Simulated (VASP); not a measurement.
Crystal: CuAu.

```xyz
2
Lattice="4.5707 0.0000 0.0000 3.6595 2.7385 0.0000 3.6595 1.2177 2.4529" Properties=species:S:1:pos:R:3 pbc="T T T"
Cu    5.9449    1.9781    1.2264
Au    0.0000    0.0000    0.0000
```

| Item | Value |
| --- | --- |
| Program | VASP 6.6.1 |
| Task | relaxation of cell and atoms |
| Functional | PBEsol |
| Potentials or basis | VASP PAW PBE potentials, release 64 (Cu, Au) |
| Cutoff | 600 eV |
| k mesh | 8 × 8 × 8 |
| Occupations | gaussian, width 0.1 eV |
| Spin | no spin polarisation |

At the start: pressure -7.7 GPa; volume 15.35 Å³/atom.

**Question.** Where does the relaxation end?

**Answer.** Over 6 steps the energy falls by 21.0 meV/atom and the volume is 14.54 Å³/atom (-5.3 %); space group R-3m (No. 166, to 0.05 Å).

The path:
```csv
step,energy change (eV),largest force (eV/Å),pressure (GPa),volume (Å³)
1,0.0000,0.0000,-7.66,30.70
2,0.0055,0.0000,10.48,27.56
3,-0.0417,0.0000,-0.10,29.10
4,-0.0417,0.0000,0.10,29.07
5,-0.0419,0.0000,0.17,29.07
6,-0.0420,0.0000,0.18,29.08
```

Final structure:
```
CELL_PARAMETERS angstrom
4.46506 -0.01287 -0.00798
3.56722 2.68550 -0.00798
3.56722 1.18694 2.40897
ATOMIC_POSITIONS crystal
Cu 0.50000 0.50000 0.50000
Au 0.00000 0.00000 0.00000
```

Caveat: the PAW data sets were made with another functional, which shifts forces and pressure a little.
